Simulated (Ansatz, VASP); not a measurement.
# One calculation of Ge, two programs

```
CELL_PARAMETERS angstrom
0.00000 2.83797 2.83797
2.83797 0.00000 2.83797
2.83797 2.83797 0.00000
ATOMIC_POSITIONS crystal
Ge 0.00000 0.00000 0.00000
Ge 0.25000 0.25000 0.25000
```

Alike in both runs: functional PBEsol; k mesh 8 × 8 × 8; occupations gaussian, width 0.05 eV; no spin polarisation.

Ansatz relaxed the structure, and its values are those at the end. VASP's run is a single point on that final structure, the one shown.

|  | VASP | Ansatz |
| --- | --- | --- |
| version | VASP 6.6.1 | Ansatz 0.2.0 |
| potentials or method | VASP PAW PBE potentials, release 64 (Ge_d) | scalar-relativistic, plane waves, PAW |
| plane-wave cutoff (eV) | 520 | 420 |
| valence electrons in the cell | 28 | 28 |

Ansatz gave:

| Property | Result |
| --- | --- |
| gap on the k mesh at the Fermi level (eV) | none |
| pressure (GPa) | 0.0 |

Problem. What did VASP give for the same quantities?

Solution. gap on the k mesh at the Fermi level (eV): none; pressure (GPa): -0.4.

VASP's potentials were made for PBE, not for PBEsol. A gap of «none» marks a metal or a gap that the smearing closes.
